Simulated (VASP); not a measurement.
# N (P3m1) in VASP: a series of runs, part 2 of 3

VASP 6.6.1. Earlier steps stand in the parts before.

## 3. Single point, PBE

Input file INCAR:

```
SYSTEM = N
  ALGO = Normal
  EDIFF = 1E-7
  ENCUT = 520
  GGA = PE
  ISIF = 2
  ISMEAR = 0
  LASPH = .True.
  LCHARG = .True.
  LELF = .True.
  LREAL = .False.
  LVHAR = .True.
  LWAVE = .False.
  NBANDS = 18
  NELM = 80
  PREC = Accurate
  SIGMA = 0.01
```

Input file KPOINTS:

```
k-points
0
Gamma
  4 4 2
  0 0 0
```

Input file POSCAR:

```
N
1.0
    4.1672000000      0.0000000000      0.0000000000
   -2.0836000000      3.6089000000      0.0000000000
    0.0000000000      0.0000000000      7.0060000000
N
4
Direct
    0.3333333333      0.6666666667      0.3739000000
    0.3333333333      0.6666666667      0.1711000000
    0.6666666667      0.3333333333      0.8289000000
    0.6666666667      0.3333333333      0.6711000000
```

Potentials or basis: VASP PAW PBE potentials, release 64 (N).

The run is started by

```sh
cat potpaw_PBE.64/N/POTCAR > POTCAR
mpirun -np 1 vasp_std > vasp.out
```

OUTCAR:

```text
SYSTEM = N
   EDIFF = 1E-7
   ENCUT = 520
   GGA = PE
   ISIF = 2
   ISMEAR = 0
   LASPH = .True.
   LREAL = .False.
   NELM = 80
   PREC = Accurate

 ion  position               nearest neighbor table
   1  0.333  0.667  0.374-   2 1.42
   2  0.333  0.667  0.171-   1 1.42
   3  0.667  0.333  0.829-   4 1.11
   4  0.667  0.333  0.671-   3 1.11

  LATTYP: Found a hexagonal cell.
 ALAT       =     4.1672000000
 C/A-ratio  =     1.6812248032

  Lattice vectors:

 A1 = (   4.1672000000,   0.0000000000,   0.0000000000)
 A2 = (  -2.0836000000,   3.6089000000,   0.0000000000)
 A3 = (   0.0000000000,   0.0000000000,   7.0060000000)

Analysis of symmetry for initial positions (statically):
=====================================================================
 Subroutine PRICEL returns:
 Original cell was already a primitive cell.

 Routine SETGRP: Setting up the symmetry group for a
 hexagonal supercell.

 Subroutine GETGRP returns: Found  6 space group operations
 (whereof  6 operations were pure point group operations)
 out of a pool of 24 trial point group operations.

The static configuration has the point symmetry C_3v.

Analysis of symmetry for dynamics (positions and initial velocities):
=====================================================================
 Subroutine PRICEL returns:
 Original cell was already a primitive cell.

 Routine SETGRP: Setting up the symmetry group for a
 hexagonal supercell.

 Subroutine GETGRP returns: Found  6 space group operations
 (whereof  6 operations were pure point group operations)
 out of a pool of 24 trial point group operations.

The dynamic configuration has the point symmetry C_3v.

 Subroutine INISYM returns: Found  6 space group operations
 (whereof  6 operations are pure point group operations),
 and found     1 'primitive' translations

----------------------------------------------------------------------------------------

                                     Primitive cell

  volume of cell :     105.3633

  direct lattice vectors                    reciprocal lattice vectors
     4.167200000  0.000000000  0.000000000     0.239969284  0.138546371  0.000000000
    -2.083600000  3.608900000  0.000000000     0.000000000  0.277092743  0.000000000
     0.000000000  0.000000000  7.006000000     0.000000000  0.000000000  0.142734799

  length of vectors
     4.167200000  4.167199080  7.006000000     0.277092682  0.277092743  0.142734799

  position of ions in fractional coordinates (direct lattice)
     0.333333333  0.666666667  0.373900000
     0.333333333  0.666666667  0.171100000
     0.666666667  0.333333333  0.828900000
     0.666666667  0.333333333  0.671100000

  ion indices of the primitive-cell ions
   primitive index   ion index
                 1           1
                 2           2
                 3           3
                 4           4

----------------------------------------------------------------------------------------

 KPOINTS: k-points

Automatic generation of k-mesh.
 Grid dimensions read from file:
 generate k-points for:    4    4    2

 Generating k-lattice:

  Cartesian coordinates                     Fractional coordinates (reciprocal lattice)
     0.059992321  0.034636593  0.000000000     0.250000000  0.000000000  0.000000000
     0.000000000  0.069273186  0.000000000     0.000000000  0.250000000  0.000000000
     0.000000000  0.000000000  0.071367399     0.000000000  0.000000000  0.500000000

  Length of vectors
     0.069273170  0.069273186  0.071367399

  Shift w.r.t. Gamma in fractional coordinates (k-lattice)
     0.000000000  0.000000000  0.000000000

 Subroutine IBZKPT returns following result:
 ===========================================

 Found      8 irreducible k-points:

 Following reciprocal coordinates:
            Coordinates               Weight
  0.000000  0.000000  0.000000      1.000000
  0.250000  0.000000  0.000000      6.000000
  0.500000  0.000000  0.000000      3.000000
  0.250000  0.250000  0.000000      6.000000
  0.000000  0.000000  0.500000      1.000000
  0.250000  0.000000  0.500000      6.000000
  0.500000  0.000000  0.500000      3.000000
  0.250000  0.250000  0.500000      6.000000
   k-points           NKPTS =      8   k-points in BZ     NKDIM =      8   number of bands    NBANDS=     18
   number of dos      NEDOS =    301   number of ions     NIONS =      4
   total plane-waves  NPLWV =  55296
   dimension x,y,z NGX =    32 NGY =   32 NGZ =   54
   dimension x,y,z NGXF=    64 NGYF=   64 NGZF=  108
   ions per type =               4
   NGX,Y,Z   is equivalent  to a cutoff of  12.77, 12.77, 12.81 a.u.
   NGXF,Y,Z  is equivalent  to a cutoff of  25.53, 25.53, 25.63 a.u.
 SYSTEM =  N
   PREC   = accura    normal or accurate (medium, high low for compatibility)
   ISTART =      0    job   : 0-new  1-cont  2-samecut
   ICHARG =      2    charge: 1-file 2-atom 10-const
   ISPIN  =      1    spin polarized calculation?
   LNONCOLLINEAR =      F non collinear calculations
   LSORBIT =      F    spin-orbit coupling
   LASPH  =      T    aspherical Exc in radial PAW
   ENCUT  =  520.0 eV  38.22 Ry    6.18 a.u.   7.75  7.75 13.03*2*pi/ulx,y,z
   NELM   =     80;   NELMIN=  2; NELMDL= -5     # of ELM steps
   EDIFF  = 0.1E-06   stopping-criterion for ELM
   LREAL  =      F    real-space projection
   EDIFFG = 0.1E-05   stopping-criterion for IOM
   NSW    =      0    number of steps for IOM
   IBRION =     -1    ionic relax: 0-MD 1-quasi-New 2-CG
   NFREE  =      0    steps in history (QN), initial steepest desc. (CG)
   ISIF   =      2    stress and relaxation
   ISYM   =      2    0-nonsym 1-usesym 2-fastsym
   POTIM  = 0.5000    time-step for ionic-motion
   TEBEG  =    0.0;   TEEND  =   0.0 temperature during run
   PSTRESS=    0.0 pullay stress
   NELECT =      20.0000    total number of electrons
   NUPDOWN=      -1.0000    fix difference up-down
   EMIN   =  10.00;   EMAX   =-10.00  energy-range for DOS
   EFERMI =   0.00;   METHOD = LEGACY
   ISMEAR =     0;   SIGMA  =   0.01  broadening in eV -4-tet -1-fermi 0-gaus
   EFERMI_NEDOS =   21; number of points for ismear=-14 and -15
   IALGO  =     38    algorithm
   IMIX   =      4    mixing-type and parameters
     AMIX     =   0.40;   BMIX     =  1.00
     AMIX_MAG =   1.60;   BMIX_MAG =  1.00
  volume/ion in A,a.u.               =      26.34       177.76
  Fermi-wavevector in a.u.,A,eV,Ry     =   0.940853  1.777954 12.043934  0.885204
  Thomas-Fermi vector in A             =   2.068306
   LORBIT       =      0    0 simple, 1 ext, 2 COOP (PROOUT), +10 PAW based schemes
   GGA     = PE    functional components
   LHFCALC =     F    Hartree Fock is set to
   AEXX    =    0.0000 exact exchange contribution
   IVDW    =     0    specifies the selected vdW correction
   LEPSILON=     F    determine dielectric tensor
   LRPA    =     F    only Hartree local field effects (RPA)
 non-spin polarized calculation
 Gauss-broadening in eV      SIGMA  =   0.01
  energy-cutoff  :      520.00
  volume of cell :      105.36
 maximum number of plane-waves:      2858
 NGX is ok and might be reduce to    32
   NGX = 15   NGY = 15   NGZ = 27

 number of electron      20.0000001 magnetization

 Free energy of the ion-electron system (eV)
  ---------------------------------------------------
  ext. energy  EPLUGINS =         0.00000000
  ---------------------------------------------------
  free energy    TOTEN  =       -29.84839643 eV

  energy without entropy =      -29.84839643  energy(sigma->0) =      -29.84839643

 E-fermi :  -6.1854     XC(G=0):  -6.0109

 val. band max:       -6.2851891278   @ k =   0.0000   0.0000   0.0000
 cond. band min:      -1.7716544775   @ k =   0.5000   0.0000   0.0000
 fundamental gap:      4.5135346504
 Fermi energy:        -6.1853970225

 k-point     1 :       0.0000    0.0000    0.0000
  band No.  band energies     occupation
      1     -25.3385      2.00000
      2     -20.8076      2.00000
      3     -12.4909      2.00000
      4     -10.4802      2.00000
      5      -8.5030      2.00000
      6      -8.5030      2.00000
[... 10 lines left out ...]
     17       5.1050      0.00000
     18       7.2875      0.00000
[... 130 lines left out ...]
      2     -20.7760      2.00000
      3     -12.3804      2.00000
      4     -10.5247      2.00000
      5      -8.7163      2.00000
      6      -8.6149      2.00000
[... 10 lines left out ...]
     17       5.8885      0.00000
     18       6.9315      0.00000

------------------------ aborting loop because EDIFF is reached ----------------------------------------

  FORCE on cell =-STRESS in cart. coord.  units (eV):
  Direction    XX          YY          ZZ          XY          YZ          ZX
  --------------------------------------------------------------------------------------
  -------------------------------------------------------------------------------------
  Total        0.1378788      0.1378787    -20.1569075      0.0000000      0.0000000      0.0000000
  in kB        2.0966150      2.0966138   -306.5103604      0.0000000      0.0000000      0.0000000
  external PRESSURE =    -100.7723772 kB  Pullay stress =       0.0000000 kB

 VOLUME and BASIS-vectors are now :
 -----------------------------------------------------------------------------
  energy-cutoff  :      520.00
  volume of cell :      105.36
      direct lattice vectors                 reciprocal lattice vectors
     4.167200000  0.000000000  0.000000000     0.239969284  0.138546371  0.000000000
    -2.083600000  3.608900000  0.000000000     0.000000000  0.277092743  0.000000000
     0.000000000  0.000000000  7.006000000     0.000000000  0.000000000  0.142734799

 POSITION                                       TOTAL-FORCE (eV/Angst)
 -----------------------------------------------------------------------------------
     -0.00000      2.40593      2.61954        -0.000000      0.000000    -15.317252
     -0.00000      2.40593      1.19873        -0.000000      0.000000     15.271001
      2.08360      1.20297      5.80727         0.000000     -0.000000      1.218004
      2.08360      1.20297      4.70173         0.000000     -0.000000     -1.171753
 -----------------------------------------------------------------------------------
    total drift:                                0.000000      0.000000      0.000395

  FREE ENERGIE OF THE ION-ELECTRON SYSTEM (eV)
  ---------------------------------------------------
  free  energy   TOTEN  =       -29.8483964283 eV

  energy  without entropy=      -29.8483964283  energy(sigma->0) =      -29.84839643
```

It took 8.3 s on 1 thread of Intel Xeon 6975P-C (Granite Rapids), shared host; peak memory 0.21 GiB.

What came out:

| Property | Result |
| --- | --- |
| Free energy | -29.8484 eV |
| Pressure | -10.1 GPa |
| Largest force | 15.317 eV/Å |
| Band gap on the k mesh | 4.51 eV, indirect (least direct gap 4.60 eV) |

Forces on the atoms (eV/Å):
```
N     0.000   0.000 -15.317
N     0.000   0.000  15.271
N     0.000   0.000   1.218
N     0.000   0.000  -1.172
```

Stress tensor (GPa, compression positive):
```
  0.21   0.00   0.00
  0.00   0.21   0.00
  0.00   0.00 -30.65
```

Levels at points of the mesh, in eV from the valence-band top:
| k point | band 6 | band 7 | band 8 | band 9 | band 10 | band 11 | band 12 | band 13 | band 14 | band 15 |
| --- | --- | --- | --- | --- | --- | --- | --- | --- | --- | --- |
| (0.00, 0.00, 0.00) | -2.22 | -1.43 | -0.14 | 0.00 | 0.00 | 4.84 | 4.84 | 7.51 | 7.51 | 9.49 |
| (0.50, 0.00, 0.00) | -2.28 | -1.12 | -0.43 | -0.19 | -0.08 | 4.51 | 4.73 | 7.00 | 7.46 | 11.14 |
| (0.00, 0.00, 0.50) | -2.22 | -1.01 | -0.47 | 0.00 | 0.00 | 4.86 | 4.86 | 7.48 | 7.48 | 9.39 |
| (0.50, 0.00, 0.50) | -2.28 | -0.93 | -0.50 | -0.37 | -0.10 | 4.58 | 4.79 | 7.03 | 7.39 | 11.02 |

Caveat: the k points lie up to 0.45 Å⁻¹ apart; the standard files for N, O and F lose accuracy on very short bonds; forces of over 1 eV/Å act on the atoms, so gaps and moduli don't describe the material at rest.

## 4. Single point, PBE

Input file INCAR:

```
ALGO = Normal
EDIFF = 1E-7
ENCUT = 520
GGA = PE
ISIF = 2
ISMEAR = 0
LASPH = T
LCHARG = F
LREAL = F
LWAVE = F
NBANDS = 18
NELM = 60
PREC = Accurate
SIGMA = 0.01
```

Input file KPOINTS:

```
k-points
0
Gamma
  4 4 2
```

Edit POSCAR of step 3 so:

```diff
@@ -8,3 +8,3 @@
 Direct
-    0.3333333333      0.6666666667      0.3739000000
+    0.3333333333      0.6666666667      0.3889000000
     0.3333333333      0.6666666667      0.1711000000
```

Potentials or basis: VASP PAW PBE potentials, release 64 (N).

The run is started by

```sh
cat potpaw_PBE.64/N/POTCAR > POTCAR
mpirun -np 1 vasp_std > vasp.out
```

OUTCAR:

```text
EDIFF = 1E-7
   ENCUT = 520
   GGA = PE
   ISIF = 2
   ISMEAR = 0
   LASPH = T
   LREAL = F
   NELM = 60
   PREC = Accurate

 ion  position               nearest neighbor table
   1  0.333  0.667  0.389-   2 1.53
   2  0.333  0.667  0.171-   1 1.53
   3  0.667  0.333  0.829-   4 1.11
   4  0.667  0.333  0.671-   3 1.11

  LATTYP: Found a hexagonal cell.
 ALAT       =     4.1672000000
 C/A-ratio  =     1.6812248032

  Lattice vectors:

 A1 = (   4.1672000000,   0.0000000000,   0.0000000000)
 A2 = (  -2.0836000000,   3.6089000000,   0.0000000000)
 A3 = (   0.0000000000,   0.0000000000,   7.0060000000)

Analysis of symmetry for initial positions (statically):
=====================================================================
 Subroutine PRICEL returns:
 Original cell was already a primitive cell.

 Routine SETGRP: Setting up the symmetry group for a
[... 152 lines left out ...]
  free energy    TOTEN  =       -28.25877954 eV

  energy without entropy =      -28.25877954  energy(sigma->0) =      -28.25877954

 E-fermi :  -5.6783     XC(G=0):  -6.0448

 val. band max:       -5.7908064656   @ k =   0.0000   0.0000   0.0000
 cond. band min:      -2.2614269064   @ k =   0.5000   0.0000   0.0000
 fundamental gap:      3.5293795593
 Fermi energy:        -5.6782642014

 k-point     1 :       0.0000    0.0000    0.0000
  band No.  band energies     occupation
      1     -25.3641      2.00000
      2     -19.6908      2.00000
      3     -13.0029      2.00000
      4     -10.5152      2.00000
      5      -8.5294      2.00000
      6      -8.5294      2.00000
[... 145 lines left out ...]
      5      -8.7443      2.00000
      6      -8.6426      2.00000
[... 10 lines left out ...]
     17       5.7328      0.00000
     18       7.0352      0.00000

------------------------ aborting loop because EDIFF is reached ----------------------------------------

  FORCE on cell =-STRESS in cart. coord.  units (eV):
  Direction    XX          YY          ZZ          XY          YZ          ZX
  --------------------------------------------------------------------------------------
  -------------------------------------------------------------------------------------
  Total        0.1646708      0.1646707    -20.8794787     -0.0000000     -0.0000000     -0.0000000
  in kB        2.5040197      2.5040183   -317.4979376     -0.0000000     -0.0000000     -0.0000000
  external PRESSURE =    -104.1632999 kB  Pullay stress =       0.0000000 kB

 VOLUME and BASIS-vectors are now :
 -----------------------------------------------------------------------------
  energy-cutoff  :      520.00
  volume of cell :      105.36
      direct lattice vectors                 reciprocal lattice vectors
     4.167200000  0.000000000  0.000000000     0.239969284  0.138546371  0.000000000
    -2.083600000  3.608900000  0.000000000     0.000000000  0.277092743  0.000000000
     0.000000000  0.000000000  7.006000000     0.000000000  0.000000000  0.142734799

 POSITION                                       TOTAL-FORCE (eV/Angst)
 -----------------------------------------------------------------------------------
     -0.00000      2.40593      2.72463        -0.000000      0.000000    -14.776465
     -0.00000      2.40593      1.19873        -0.000000      0.000000     14.714209
      2.08360      1.20297      5.80727         0.000000      0.000000      1.238881
      2.08360      1.20297      4.70173         0.000000      0.000000     -1.176626
 -----------------------------------------------------------------------------------
    total drift:                                0.000000      0.000000     -0.000062

  FREE ENERGIE OF THE ION-ELECTRON SYSTEM (eV)
  ---------------------------------------------------
  free  energy   TOTEN  =       -28.2587795446 eV

  energy  without entropy=      -28.2587795446  energy(sigma->0) =      -28.25877954
```

Wall time 10 s (1 thread of Intel Xeon 6975P-C (Granite Rapids), shared host); peak memory 0.2 GiB.

Results:

```
Free energy            : -28.2588 eV
Pressure               : -10.4 GPa
Largest force          : 14.776 eV/Å
Band gap on the k mesh : 3.53 eV, indirect (least direct gap 3.62 eV)
```

Forces in eV/Å, atoms in the order of the input:
```
N     0.000   0.000 -14.776
N     0.000   0.000  14.714
N     0.000   0.000   1.239
N     0.000   0.000  -1.177
```

Caveat: the k points lie up to 0.45 Å⁻¹ apart; the standard files for N, O and F lose accuracy on very short bonds; forces of over 1 eV/Å act on the atoms, so gaps and moduli don't describe the material at rest. A k mesh can miss the band edges.

(Part 2 of 3 ends here.)
